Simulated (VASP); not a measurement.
BPd4: single point with PBEsol

Crystal: BPd4.

```
Pd B
1.0
     2.79345    0.00000    0.00000
     0.00000    4.30468    0.00000
     0.00000    0.00000    5.81318
Pd B
4 1
Direct
  0.50000 0.00000 0.19279
  0.00000 0.00000 0.61206
  0.00000 0.50000 0.33271
  0.50000 0.50000 0.87923
  0.50000 0.00000 0.86020
```

- Program: VASP 6.6.1
- Task: single point
- Functional: PBEsol
- Potentials or basis: VASP PAW PBE potentials, release 64 (Pd, B)
- Cutoff: 520 eV
- k mesh: 9 × 6 × 5
- Occupations: fermi-dirac, width 0.05 eV
- Spin: no spin polarisation

The pressure is 0.1 GPa and the largest force is 0.088 eV/Å.

Forces in eV/Å, atoms in the order of the input:
```
Pd   0.000  0.000  0.088
Pd   0.000  0.000 -0.068
Pd   0.000  0.000 -0.006
Pd   0.000  0.000  0.005
B    0.000  0.000 -0.020
```

Stress tensor (GPa, compression positive):
```
-0.01  0.00  0.00
 0.00 -0.08  0.00
 0.00  0.00  0.40
```

Levels at points of the mesh, in eV from the Fermi level:
| k point | band 20 | band 21 | band 22 | band 23 | band 24 | band 25 |
| --- | --- | --- | --- | --- | --- | --- |
| (0.00, 0.00, 0.00) | -0.70 | -0.50 | -0.49 | 0.06 | 0.38 | 5.59 |
| (0.00, 0.50, 0.00) | -0.85 | -0.83 | -0.82 | -0.42 | 1.13 | 2.30 |

Wall time 110 s on 1 thread of AMD EPYC 7R43 64-Core Processor (Zen 3), on a shared host, peak memory 0.21 GiB.

Caveat: the PAW data sets were made with another functional, which shifts forces and pressure a little.
